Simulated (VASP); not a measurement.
# NaCl (I4/mmm) in VASP: further runs

Runs on NaCl. Level: PBE. Tasks: single point.

Everything below comes from runs of VASP 6.6.1. Logs are shortened: lines on timing, memory, paths and dates and some standing lists are left out, and cuts for length are marked.

**1. The cell of the first run**

The structure is tetragonal, space group I4/mmm (No. 139). The conventional cell has a = 4.005 Å, b = 4.005 Å, c = 5.550 Å, α = 90.00°, β = 90.00°, γ = 90.00°. Na (site symmetry 4/mmm) has 6 Cl at 2.78 to 2.83 Å within 3.7 Å. Cl (site symmetry 4/mmm) has 6 Na at 2.78 to 2.83 Å within 3.7 Å.

**2. Single point, PBE (strain -0.0200 x Voigt [0, 1, 0, 0, 0, 0])**

INCAR reads:

```
SYSTEM = NaCl
ALGO = Normal
EDIFF = 1E-6
ENCUT = 520
GGA = PE
ISIF = 2
ISMEAR = 0
LASPH = .True.
LCHARG = .False.
LREAL = .False.
LWAVE = .False.
NBANDS = 14
NELM = 100
PREC = Accurate
SIGMA = 0.05
```

KPOINTS reads:

```
k-points
0
Gamma
  8 8 8
  0 0 0
```

POSCAR reads:

```
NaCl
1.0
    0.0000000000      2.7751150000      2.8317500000
    2.8317500000      0.0000000000      2.8317500000
    2.8317500000      2.7751150000      0.0000000000
Na Cl
1 1
Direct
    0.0000000000      0.0000000000      0.0000000000
    0.5000000000      0.5000000000      0.5000000000
```

Potentials or basis: VASP PAW PBE potentials, release 64 (Na_pv, Cl).

The run is started by

```
$ cat potpaw_PBE.64/Na_pv/POTCAR potpaw_PBE.64/Cl/POTCAR > POTCAR
$ mpirun -np 1 vasp_std > vasp.out
```

OUTCAR:

```text
SYSTEM = NaCl
   EDIFF = 1E-6
   ENCUT = 520
   GGA = PE
   ISIF = 2
   ISMEAR = 0
   LASPH = .True.
   LREAL = .False.
   NELM = 100
   PREC = Accurate

 ion  position               nearest neighbor table
   1  0.000  0.000  0.000-
   2  0.500  0.500  0.500-

  LATTYP: Found a body centered tetragonal cell.
 ALAT       =     4.0046992553
 C/A-ratio  =     1.3859292911

  Lattice vectors:

 A1 = (   0.0000000000,  -2.7751150000,   2.8317500000)
 A2 = (   0.0000000000,  -2.7751150000,  -2.8317500000)
 A3 = (   2.8317500000,   2.7751150000,   0.0000000000)

Analysis of symmetry for initial positions (statically):
=====================================================================
 Subroutine PRICEL returns:
 Original cell was already a primitive cell.

 Routine SETGRP: Setting up the symmetry group for a
 body centered tetragonal supercell.

 Subroutine GETGRP returns: Found 16 space group operations
 (whereof 16 operations were pure point group operations)
 out of a pool of 16 trial point group operations.

The static configuration has the point symmetry D_4h.

Analysis of symmetry for dynamics (positions and initial velocities):
=====================================================================
 Subroutine PRICEL returns:
 Original cell was already a primitive cell.

 Routine SETGRP: Setting up the symmetry group for a
 body centered tetragonal supercell.

 Subroutine GETGRP returns: Found 16 space group operations
 (whereof 16 operations were pure point group operations)
 out of a pool of 16 trial point group operations.

The dynamic configuration has the point symmetry D_4h.

 Subroutine INISYM returns: Found 16 space group operations
 (whereof 16 operations are pure point group operations),
 and found     1 'primitive' translations

----------------------------------------------------------------------------------------

                                     Primitive cell

  volume of cell :      44.5062

  direct lattice vectors                    reciprocal lattice vectors
     0.000000000  2.775115000  2.831750000    -0.176569259  0.180172714  0.176569259
     2.831750000  0.000000000  2.831750000     0.176569259 -0.180172714  0.176569259
     2.831750000  2.775115000  0.000000000     0.176569259  0.180172714 -0.176569259

  length of vectors
     3.964854515  4.004699255  3.964854515     0.307921440  0.307921440  0.307921440

  position of ions in fractional coordinates (direct lattice)
     0.000000000  0.000000000  0.000000000
     0.500000000  0.500000000  0.500000000

  ion indices of the primitive-cell ions
   primitive index   ion index
                 1           1
                 2           2

----------------------------------------------------------------------------------------

 KPOINTS: k-points

Automatic generation of k-mesh.
 Grid dimensions read from file:
 generate k-points for:    8    8    8

 Generating k-lattice:

  Cartesian coordinates                     Fractional coordinates (reciprocal lattice)
    -0.022071157  0.022521589  0.022071157     0.125000000  0.000000000 -0.000000000
     0.022071157 -0.022521589  0.022071157     0.000000000  0.125000000  0.000000000
     0.022071157  0.022521589 -0.022071157    -0.000000000  0.000000000  0.125000000

  Length of vectors
     0.038490180  0.038490180  0.038490180

  Shift w.r.t. Gamma in fractional coordinates (k-lattice)
     0.000000000  0.000000000  0.000000000

 Subroutine IBZKPT returns following result:
 ===========================================

 Found     59 irreducible k-points:

 Following reciprocal coordinates:
            Coordinates               Weight
  0.000000  0.000000  0.000000      1.000000
  0.125000  0.000000  0.000000      8.000000
  0.250000  0.000000  0.000000      8.000000
  0.375000  0.000000  0.000000      8.000000
  0.500000  0.000000  0.000000      4.000000
  0.125000  0.125000  0.000000      4.000000
[... 16 lines left out ...]
  0.250000  0.000000  0.125000      8.000000
  0.375000  0.000000  0.125000      8.000000
 [... further k-points ...]
   k-points           NKPTS =     59   k-points in BZ     NKDIM =     59   number of bands    NBANDS=     14
   number of dos      NEDOS =    301   number of ions     NIONS =      2
   total plane-waves  NPLWV =  27000
   dimension x,y,z NGX =    30 NGY =   30 NGZ =   30
   dimension x,y,z NGXF=    60 NGYF=   60 NGZF=   60
   ions per type =               1   1
   NGX,Y,Z   is equivalent  to a cutoff of  12.58, 12.45, 12.58 a.u.
   NGXF,Y,Z  is equivalent  to a cutoff of  25.16, 24.91, 25.16 a.u.
 SYSTEM =  NaCl
   PREC   = accura    normal or accurate (medium, high low for compatibility)
   ISTART =      0    job   : 0-new  1-cont  2-samecut
   ICHARG =      2    charge: 1-file 2-atom 10-const
   ISPIN  =      1    spin polarized calculation?
   LNONCOLLINEAR =      F non collinear calculations
   LSORBIT =      F    spin-orbit coupling
   LASPH  =      T    aspherical Exc in radial PAW
   ENCUT  =  520.0 eV  38.22 Ry    6.18 a.u.   7.37  7.45  7.37*2*pi/ulx,y,z
   NELM   =    100;   NELMIN=  2; NELMDL= -5     # of ELM steps
   EDIFF  = 0.1E-05   stopping-criterion for ELM
   LREAL  =      F    real-space projection
   EDIFFG = 0.1E-04   stopping-criterion for IOM
   NSW    =      0    number of steps for IOM
   IBRION =     -1    ionic relax: 0-MD 1-quasi-New 2-CG
   NFREE  =      0    steps in history (QN), initial steepest desc. (CG)
   ISIF   =      2    stress and relaxation
   ISYM   =      2    0-nonsym 1-usesym 2-fastsym
   POTIM  = 0.5000    time-step for ionic-motion
   TEBEG  =    0.0;   TEEND  =   0.0 temperature during run
   PSTRESS=    0.0 pullay stress
   NELECT =      14.0000    total number of electrons
   NUPDOWN=      -1.0000    fix difference up-down
   EMIN   =  10.00;   EMAX   =-10.00  energy-range for DOS
   EFERMI =   0.00;   METHOD = LEGACY
   ISMEAR =     0;   SIGMA  =   0.05  broadening in eV -4-tet -1-fermi 0-gaus
   EFERMI_NEDOS =   21; number of points for ismear=-14 and -15
   IALGO  =     38    algorithm
   IMIX   =      4    mixing-type and parameters
     AMIX     =   0.40;   BMIX     =  1.00
     AMIX_MAG =   1.60;   BMIX_MAG =  1.00
  volume/ion in A,a.u.               =      22.25       150.17
  Fermi-wavevector in a.u.,A,eV,Ry     =   1.113381  2.103986 16.866025  1.239618
  Thomas-Fermi vector in A             =   2.249965
   LORBIT       =      0    0 simple, 1 ext, 2 COOP (PROOUT), +10 PAW based schemes
   GGA     = PE    functional components
   LHFCALC =     F    Hartree Fock is set to
   AEXX    =    0.0000 exact exchange contribution
   IVDW    =     0    specifies the selected vdW correction
   LEPSILON=     F    determine dielectric tensor
   LRPA    =     F    only Hartree local field effects (RPA)
 non-spin polarized calculation
 Gauss-broadening in eV      SIGMA  =   0.05
  energy-cutoff  :      520.00
  volume of cell :       44.51
 maximum number of plane-waves:      1235
 NGX is ok and might be reduce to    30
   NGX = 15   NGY = 15   NGZ = 15

 number of electron      14.0000003 magnetization

 Free energy of the ion-electron system (eV)
  ---------------------------------------------------
  ext. energy  EPLUGINS =         0.00000000
  ---------------------------------------------------
  free energy    TOTEN  =        -6.77109084 eV

  energy without entropy =       -6.77109084  energy(sigma->0) =       -6.77109084

 E-fermi :  -0.4093     XC(G=0):  -8.1988

 val. band max:       -0.6817265147   @ k =   0.0000   0.0000   0.0000
 cond. band min:       4.4501727296   @ k =   0.0000   0.0000   0.0000
 fundamental gap:      5.1318992443
 Fermi energy:        -0.4092756888

 k-point     1 :       0.0000    0.0000    0.0000
  band No.  band energies     occupation
      1     -21.4907      2.00000
      2     -21.4907      2.00000
      3     -21.4878      2.00000
      4     -13.3637      2.00000
      5      -0.6986      2.00000
      6      -0.6817      2.00000
      7      -0.6817      2.00000
      8       4.4502      0.00000
      9      10.3931      0.00000
     10      10.3931      0.00000
     11      10.5450      0.00000
     12      12.4882      0.00000
     13      12.7351      0.00000
     14      14.2344      0.00000

 k-point     2 :       0.1250    0.0000    0.0000
  band No.  band energies     occupation
      1     -21.4945      2.00000
      2     -21.4911      2.00000
      3     -21.4887      2.00000
      4     -13.3157      2.00000
      5      -1.0603      2.00000
      6      -0.7311      2.00000
      7      -0.7259      2.00000
      8       4.9489      0.00000
      9       9.9006      0.00000
     10      10.5808      0.00000
     11      10.6950      0.00000
     12      12.2494      0.00000
     13      12.4566      0.00000
     14      15.1544      0.00000

 k-point     3 :       0.2500    0.0000    0.0000
  band No.  band energies     occupation
      1     -21.5050      2.00000
      2     -21.4920      2.00000
      3     -21.4896      2.00000
      4     -13.1962      2.00000
      5      -1.7962      2.00000
      6      -0.8291      2.00000
      7      -0.8215      2.00000
      8       5.9258      0.00000
      9       9.3465      0.00000
     10      10.6370      0.00000
     11      10.8212      0.00000
     12      12.5333      0.00000
     13      12.6114      0.00000
     14      14.9969      0.00000

 k-point     4 :       0.3750    0.0000    0.0000
  band No.  band energies     occupation
      1     -21.5156      2.00000
      2     -21.4929      2.00000
      3     -21.4903      2.00000
      4     -13.0717      2.00000
      5      -2.4048      2.00000
      6      -0.9276      2.00000
      7      -0.9082      2.00000
      8       6.5043      0.00000
      9       9.6029      0.00000
     10      10.3412      0.00000
     11      10.5502      0.00000
     12      13.9183      0.00000
     13      13.9374      0.00000
     14      14.4804      0.00000

 k-point     5 :       0.5000    0.0000    0.0000
  band No.  band energies     occupation
      1     -21.5200      2.00000
      2     -21.4933      2.00000
      3     -21.4905      2.00000
      4     -13.0186      2.00000
      5      -2.6340      2.00000
      6      -0.9671      2.00000
      7      -0.9431      2.00000
      8       6.5997      0.00000
      9       9.9998      0.00000
     10      10.2035      0.00000
     11      10.4128      0.00000
[... 276 lines left out ...]
 k-point    22 :       0.1250    0.0000    0.1250
  band No.  band energies     occupation
      1     -21.4923      2.00000
      2     -21.4920      2.00000
      3     -21.4920      2.00000
      4     -13.2977      2.00000
      5      -1.0988      2.00000
      6      -0.7861      2.00000
      7      -0.7861      2.00000
      8       5.1211      0.00000
      9       9.6585      0.00000
     10      10.7581      0.00000
     11      10.7581      0.00000
     12      11.7913      0.00000
     13      12.7156      0.00000
     14      15.6944      0.00000

 k-point    23 :       0.2500    0.0000    0.1250
  band No.  band energies     occupation
      1     -21.5013      2.00000
      2     -21.4933      2.00000
      3     -21.4914      2.00000
      4     -13.2033      2.00000
      5      -1.6352      2.00000
      6      -0.8981      2.00000
      7      -0.8808      2.00000
      8       5.9629      0.00000
      9       9.0527      0.00000
     10      10.6935      0.00000
     11      11.0136      0.00000
     12      11.7176      0.00000
     13      13.0547      0.00000
     14      16.1399      0.00000

 k-point    24 :       0.3750    0.0000    0.1250
  band No.  band energies     occupation
      1     -21.5116      2.00000
      2     -21.4942      2.00000
      3     -21.4919      2.00000
      4     -13.0838      2.00000
      5      -2.2125      2.00000
      6      -1.0131      2.00000
      7      -0.9941      2.00000
      8       6.7466      0.00000
      9       9.0681      0.00000
     10      10.0911      0.00000
     11      10.7998      0.00000
     12      12.8751      0.00000
     13      14.2725      0.00000
     14      15.6661      0.00000

 [... further k-points ...]

------------------------ aborting loop because EDIFF is reached ----------------------------------------

  FORCE on cell =-STRESS in cart. coord.  units (eV):
  Direction    XX          YY          ZZ          XY          YZ          ZX
  --------------------------------------------------------------------------------------
  -------------------------------------------------------------------------------------
  Total        0.1819836      0.4389172      0.1819836      0.0000000      0.0000000      0.0000000
  in kB        6.5512192     15.8005568      6.5512192      0.0000000      0.0000000      0.0000000
  external PRESSURE =       9.6343317 kB  Pullay stress =       0.0000000 kB

 VOLUME and BASIS-vectors are now :
 -----------------------------------------------------------------------------
  energy-cutoff  :      520.00
  volume of cell :       44.51
      direct lattice vectors                 reciprocal lattice vectors
     0.000000000  2.775115000  2.831750000    -0.176569259  0.180172714  0.176569259
     2.831750000  0.000000000  2.831750000     0.176569259 -0.180172714  0.176569259
     2.831750000  2.775115000  0.000000000     0.176569259  0.180172714 -0.176569259

 POSITION                                       TOTAL-FORCE (eV/Angst)
 -----------------------------------------------------------------------------------
      0.00000      0.00000      0.00000        -0.000000      0.000000      0.000000
      2.83175      2.77511      2.83175         0.000000      0.000000     -0.000000
 -----------------------------------------------------------------------------------
    total drift:                               -0.000000      0.000000      0.000000

  FREE ENERGIE OF THE ION-ELECTRON SYSTEM (eV)
  ---------------------------------------------------
  free  energy   TOTEN  =        -6.7710908440 eV

  energy  without entropy=       -6.7710908440  energy(sigma->0) =       -6.77109084
```

Wall time 60 s (1 thread of AMD EPYC 7R13, shared host); peak memory 0.15 GiB.

Results:

```yaml
Free_energy: -6.7711 eV
Pressure: 1.0 GPa
Band_gap_on_the_k_mesh: 5.13 eV, direct
```

Stress tensor (GPa, compression positive):
```
0.66 0.00 0.00
0.00 1.58 0.00
0.00 0.00 0.66
```

Caveat: the cell differs from its parent crystal (strain -0.0200 x Voigt [0, 1, 0, 0, 0, 0]). A k mesh can miss the band edges.

(Part 1 of 2 ends here.)
